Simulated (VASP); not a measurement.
# Be2ZnO3 (Pm) in VASP: single point with PBE

Aim: the single point of Be2ZnO3 with PBE.

Everything below comes from runs of VASP 6.6.1. Logs are shortened: lines on timing, memory, paths and dates and some standing lists are left out, and cuts for length are marked.

## Step 1: The cell of the first run

Symmetry: Pm, No. 6, monoclinic system. The conventional cell has a = 4.429 Å, b = 2.669 Å, c = 4.600 Å, α = 90.00°, β = 116.45°, γ = 90.00°. Be (site symmetry m) has 5 O at 1.64 to 2.03 Å within 2.2 Å. Within 2.2 Å of Be (site symmetry m) lie 4 O at 1.63 to 1.68 Å. Zn (site symmetry m) has 6 O at 2.00 to 2.77 Å and 9 Be at 2.50 to 2.98 Å and 2 Zn at 2.67 Å within 3.0 Å. Within 2.2 Å of O (site symmetry m) lie 3 Be at 1.64 to 1.68 Å and 1 Zn at 2.01 Å. Within 2.2 Å of O (site symmetry m) lie 3 Be at 1.63 to 2.03 Å and 2 Zn at 2.00 Å. Within 2.3 Å of O (site symmetry m) lie 3 Be at 1.67 to 1.76 Å and 2 Zn at 2.22 Å.

The cell was built from a structure type or drawn by symmetry, and may not be a known phase.

## Step 2: Single point, PBE

File INCAR:

```
SYSTEM = Be2ZnO3
PREC = Accurate ; ENCUT = 600
EDIFF = 1E-6 ; ISMEAR = 0
SIGMA = 0.15 ; LREAL = .FALSE.
LASPH = .TRUE. ; NELM = 120
ALGO = Normal ; ISIF = 2
LWAVE = .FALSE. ; LCHARG = .FALSE.
GGA = PE ; NBANDS = 26
GGA_COMPAT = .FALSE.
```

File KPOINTS:

```
Automatic mesh
0
G
  3 4 3
  0 0 0
```

File POSCAR:

```
Be2ZnO3
1.0
    4.3330648731      0.0000000000     -0.9156948322
    0.0000000000      2.6688344335      0.0000000000
   -1.1531195629      0.0000000000      4.4530240007
Be Zn O
2 1 3
Direct
    0.4435805305      0.5000000000      0.5789423201
    0.1166595638      0.0000000000      0.9077055544
    0.7785664202      0.5000000000      0.2611810412
    0.3257228943      0.5000000000      0.8701865776
    0.1174484894      0.0000000000      0.2634572278
    0.7180230617      0.0000000000      0.6185272689
```

Potentials or basis: VASP PAW PBE potentials, release 64 (Be, Zn, O).

Launch:

```console
cat potpaw_PBE.64/Be/POTCAR potpaw_PBE.64/Zn/POTCAR potpaw_PBE.64/O/POTCAR > POTCAR
mpirun -np 1 vasp_std > vasp.out
```

OUTCAR:

```text
SYSTEM = Be2ZnO3
   PREC = Accurate
   ENCUT = 600
   EDIFF = 1E-6
   ISMEAR = 0
   LREAL = .FALSE.
   LASPH = .TRUE.
   NELM = 120
   ISIF = 2
   GGA = PE

 ion  position               nearest neighbor table
   1  0.444  0.500  0.579-   4 1.64   6 1.76   6 1.76   5 2.03   5 2.03   3 2.50   3 2.64
   2  0.117  0.000  0.908-   5 1.63   6 1.67   4 1.68   4 1.68
   3  0.779  0.500  0.261-   5 2.00   5 2.00   4 2.01   6 2.22   6 2.22   1 2.50   1 2.64
   4  0.326  0.500  0.870-   1 1.64   2 1.68   2 1.68   3 2.01
   5  0.117  0.000  0.263-   2 1.63   3 2.00   3 2.00   1 2.03   1 2.03
   6  0.718  0.000  0.619-   2 1.67   1 1.76   1 1.76   3 2.22   3 2.22

  LATTYP: Found a simple monoclinic cell.
 ALAT       =     4.4287637350
 B/A-ratio  =     0.6026138655
 C/A-ratio  =     1.0386426689
 COS(beta)  =    -0.4454253297

  Lattice vectors:

 A1 = (   4.3330648731,   0.0000000000,  -0.9156948322)
 A2 = (   0.0000000000,   2.6688344335,   0.0000000000)
 A3 = (  -1.1531195629,   0.0000000000,   4.4530240007)

Analysis of symmetry for initial positions (statically):
=====================================================================
 Subroutine PRICEL returns:
 Original cell was already a primitive cell.

 Routine SETGRP: Setting up the symmetry group for a
 simple monoclinic supercell.

 Subroutine GETGRP returns: Found  2 space group operations
 (whereof  2 operations were pure point group operations)
 out of a pool of  4 trial point group operations.

The static configuration has the point symmetry C_1h.

Analysis of symmetry for dynamics (positions and initial velocities):
=====================================================================
 Subroutine PRICEL returns:
 Original cell was already a primitive cell.

 Routine SETGRP: Setting up the symmetry group for a
 simple monoclinic supercell.

 Subroutine GETGRP returns: Found  2 space group operations
 (whereof  2 operations were pure point group operations)
 out of a pool of  4 trial point group operations.

The dynamic configuration has the point symmetry C_1h.

 Subroutine INISYM returns: Found  2 space group operations
 (whereof  2 operations are pure point group operations),
 and found     1 'primitive' translations

----------------------------------------------------------------------------------------

                                     Primitive cell

  volume of cell :      48.6778

  direct lattice vectors                    reciprocal lattice vectors
     4.333064873  0.000000000 -0.915694832     0.244143972  0.000000000  0.063221575
     0.000000000  2.668834433  0.000000000     0.000000000  0.374695405  0.000000000
    -1.153119563  0.000000000  4.453024001     0.050204394  0.000000000  0.237567026

  length of vectors
     4.428763735  2.668834433  4.599902986     0.252196841  0.374695405  0.242813865

  position of ions in fractional coordinates (direct lattice)
     0.443580531  0.500000000  0.578942320
     0.116659564  0.000000000  0.907705554
     0.778566420  0.500000000  0.261181041
     0.325722894  0.500000000  0.870186578
     0.117448489  0.000000000  0.263457228
     0.718023062  0.000000000  0.618527269

  ion indices of the primitive-cell ions
   primitive index   ion index
                 1           1
                 2           2
                 3           3
                 4           4
                 5           5
                 6           6

----------------------------------------------------------------------------------------

 KPOINTS: Automatic mesh

Automatic generation of k-mesh.
 Grid dimensions read from file:
 generate k-points for:    3    4    3

 Generating k-lattice:

  Cartesian coordinates                     Fractional coordinates (reciprocal lattice)
     0.081381324  0.000000000  0.021073858     0.333333333  0.000000000  0.000000000
     0.000000000  0.093673851  0.000000000     0.000000000  0.250000000  0.000000000
     0.016734798  0.000000000  0.079189009    -0.000000000  0.000000000  0.333333333

  Length of vectors
     0.084065614  0.093673851  0.080937955

  Shift w.r.t. Gamma in fractional coordinates (k-lattice)
     0.000000000  0.000000000  0.000000000

 Subroutine IBZKPT returns following result:
 ===========================================

 Found     15 irreducible k-points:

 Following reciprocal coordinates:
            Coordinates               Weight
  0.000000  0.000000  0.000000      1.000000
  0.333333  0.000000 -0.000000      2.000000
  0.000000  0.250000  0.000000      2.000000
  0.333333  0.250000 -0.000000      4.000000
  0.000000  0.500000  0.000000      1.000000
  0.333333  0.500000 -0.000000      2.000000
  0.000000  0.000000  0.333333      2.000000
  0.333333  0.000000  0.333333      2.000000
 -0.333333  0.000000  0.333333      2.000000
  0.000000  0.250000  0.333333      4.000000
  0.333333  0.250000  0.333333      4.000000
 -0.333333  0.250000  0.333333      4.000000
  0.000000  0.500000  0.333333      2.000000
  0.333333  0.500000  0.333333      2.000000
 -0.333333  0.500000  0.333333      2.000000
   k-points           NKPTS =     15   k-points in BZ     NKDIM =     15   number of bands    NBANDS=     26
   number of dos      NEDOS =    301   number of ions     NIONS =      6
   total plane-waves  NPLWV =  34560
   dimension x,y,z NGX =    36 NGY =   24 NGZ =   40
   dimension x,y,z NGXF=    72 NGYF=   48 NGZF=   80
   ions per type =               2   1   3
   NGX,Y,Z   is equivalent  to a cutoff of  13.51, 14.95, 14.46 a.u.
   NGXF,Y,Z  is equivalent  to a cutoff of  27.03, 29.90, 28.91 a.u.
 SYSTEM =  Be2ZnO3
   PREC   = accura    normal or accurate (medium, high low for compatibility)
   ISTART =      0    job   : 0-new  1-cont  2-samecut
   ICHARG =      2    charge: 1-file 2-atom 10-const
   ISPIN  =      1    spin polarized calculation?
   LNONCOLLINEAR =      F non collinear calculations
   LSORBIT =      F    spin-orbit coupling
   LASPH  =      T    aspherical Exc in radial PAW
   ENCUT  =  600.0 eV  44.10 Ry    6.64 a.u.   8.85  5.33  9.19*2*pi/ulx,y,z
   NELM   =    120;   NELMIN=  2; NELMDL= -5     # of ELM steps
   EDIFF  = 0.1E-05   stopping-criterion for ELM
   LREAL  =      F    real-space projection
   EDIFFG = 0.1E-04   stopping-criterion for IOM
   NSW    =      0    number of steps for IOM
   IBRION =     -1    ionic relax: 0-MD 1-quasi-New 2-CG
   NFREE  =      0    steps in history (QN), initial steepest desc. (CG)
   ISIF   =      2    stress and relaxation
   ISYM   =      2    0-nonsym 1-usesym 2-fastsym
   POTIM  = 0.5000    time-step for ionic-motion
   TEBEG  =    0.0;   TEEND  =   0.0 temperature during run
   PSTRESS=    0.0 pullay stress
   NELECT =      34.0000    total number of electrons
   NUPDOWN=      -1.0000    fix difference up-down
   EMIN   =  10.00;   EMAX   =-10.00  energy-range for DOS
   EFERMI =   0.00;   METHOD = LEGACY
   ISMEAR =     0;   SIGMA  =   0.15  broadening in eV -4-tet -1-fermi 0-gaus
   EFERMI_NEDOS =   21; number of points for ismear=-14 and -15
   IALGO  =     38    algorithm
   IMIX   =      4    mixing-type and parameters
     AMIX     =   0.40;   BMIX     =  1.00
     AMIX_MAG =   1.60;   BMIX_MAG =  1.00
  volume/ion in A,a.u.               =       8.11        54.75
  Fermi-wavevector in a.u.,A,eV,Ry     =   1.452527  2.744878 28.706048  2.109835
  Thomas-Fermi vector in A             =   2.569899
   LORBIT       =      0    0 simple, 1 ext, 2 COOP (PROOUT), +10 PAW based schemes
   GGA     = PE    functional components
   LHFCALC =     F    Hartree Fock is set to
   AEXX    =    0.0000 exact exchange contribution
   IVDW    =     0    specifies the selected vdW correction
   LEPSILON=     F    determine dielectric tensor
   LRPA    =     F    only Hartree local field effects (RPA)
 non-spin polarized calculation
 Gauss-broadening in eV      SIGMA  =   0.15
  energy-cutoff  :      600.00
  volume of cell :       48.68
 maximum number of plane-waves:      1642
   NGX = 17   NGY = 11   NGZ = 19

 number of electron      34.0000006 magnetization

 Free energy of the ion-electron system (eV)
  ---------------------------------------------------
  ext. energy  EPLUGINS =         0.00000000
  ---------------------------------------------------
  free energy    TOTEN  =       -35.72102071 eV

  energy without entropy =      -35.72102071  energy(sigma->0) =      -35.72102071

 E-fermi :   4.4181     XC(G=0): -11.5549

 val. band max:        3.7074294086   @ k =   0.0000   0.0000   0.0000
 cond. band min:       6.4409424222   @ k =   0.0000   0.0000   0.0000
 fundamental gap:      2.7335130136
 Fermi energy:         4.4180977851

 k-point     1 :       0.0000    0.0000    0.0000
  band No.  band energies     occupation
      1     -15.4853      2.00000
      2     -13.9031      2.00000
      3     -13.4138      2.00000
      4      -2.6927      2.00000
      5      -2.2108      2.00000
      6      -1.9253      2.00000
[... 18 lines left out ...]
     25      17.6633      0.00000
     26      18.2856      0.00000

 k-point     2 :       0.3333    0.0000   -0.0000
  band No.  band energies     occupation
      1     -15.0953      2.00000
      2     -14.1393      2.00000
      3     -13.6923      2.00000
      4      -3.3044      2.00000
      5      -2.5622      2.00000
      6      -2.0574      2.00000
[... 18 lines left out ...]
     25      17.5159      0.00000
     26      18.1092      0.00000

 k-point     3 :       0.0000    0.2500    0.0000
  band No.  band energies     occupation
      1     -14.9497      2.00000
      2     -13.7328      2.00000
      3     -13.0756      2.00000
      4      -2.5432      2.00000
      5      -2.1511      2.00000
      6      -2.0267      2.00000
[... 311 lines left out ...]
 k-point    14 :       0.3333    0.5000    0.3333
  band No.  band energies     occupation
      1     -13.9468      2.00000
      2     -13.5904      2.00000
      3     -13.0754      2.00000
      4      -2.8648      2.00000
      5      -2.7963      2.00000
      6      -2.6365      2.00000
[... 18 lines left out ...]
     25      17.2424      0.00000
     26      17.5382      0.00000

 k-point    15 :      -0.3333    0.5000    0.3333
  band No.  band energies     occupation
      1     -13.9704      2.00000
      2     -13.7838      2.00000
      3     -12.8400      2.00000
      4      -2.9976      2.00000
      5      -2.4762      2.00000
      6      -2.1374      2.00000
[... 18 lines left out ...]
     25      17.0736      0.00000
     26      18.3046      0.00000

------------------------ aborting loop because EDIFF is reached ----------------------------------------

  FORCE on cell =-STRESS in cart. coord.  units (eV):
  Direction    XX          YY          ZZ          XY          YZ          ZX
  --------------------------------------------------------------------------------------
  -------------------------------------------------------------------------------------
  Total        0.2113974      0.1851325      0.0888161      0.0000000      0.0000000     -0.0437929
  in kB        6.9579223      6.0934398      2.9232875      0.0000000      0.0000000     -1.4413977
  external PRESSURE =       5.3248832 kB  Pullay stress =       0.0000000 kB

 VOLUME and BASIS-vectors are now :
 -----------------------------------------------------------------------------
  energy-cutoff  :      600.00
  volume of cell :       48.68
      direct lattice vectors                 reciprocal lattice vectors
     4.333064873  0.000000000 -0.915694832     0.244143972  0.000000000  0.063221575
     0.000000000  2.668834433  0.000000000     0.000000000  0.374695405  0.000000000
    -1.153119563  0.000000000  4.453024001     0.050204394  0.000000000  0.237567026

 POSITION                                       TOTAL-FORCE (eV/Angst)
 -----------------------------------------------------------------------------------
      1.25447      1.33442      2.17186        -0.025972      0.000000     -0.067740
     -0.54120      0.00000      3.93521         0.078675      0.000000     -0.009293
      3.07241      1.33442      0.45012        -0.101936      0.000000      0.037120
      0.40795      1.33442      3.57670        -0.047480      0.000000      0.033506
      0.20511      0.00000      1.06563         0.095582      0.000000     -0.034466
      2.39800      0.00000      2.09683         0.001132      0.000000      0.040873
 -----------------------------------------------------------------------------------
    total drift:                               -0.000311     -0.000000      0.000024

  FREE ENERGIE OF THE ION-ELECTRON SYSTEM (eV)
  ---------------------------------------------------
  free  energy   TOTEN  =       -35.7210207149 eV

  energy  without entropy=      -35.7210207149  energy(sigma->0) =      -35.72102071
```

Run time: 31 s. Hardware: 1 thread of Intel Xeon Platinum 8259CL at 2.50GHz (Skylake/Cascade Lake), shared host; peak memory 0.18 GiB.

What came out:

```yaml
Free_energy: -35.7210 eV
Pressure: 0.5 GPa
Largest_force: 0.108 eV/Å
Band_gap_on_the_k_mesh: 2.73 eV
```

Forces in eV/Å, atoms in the order of the input:
```
Be  -0.026  0.000 -0.068
Be   0.079  0.000 -0.009
Zn  -0.102  0.000  0.037
O   -0.047  0.000  0.034
O    0.096  0.000 -0.034
O    0.001  0.000  0.041
```

Caveat: the k points lie up to 0.59 Å⁻¹ apart.
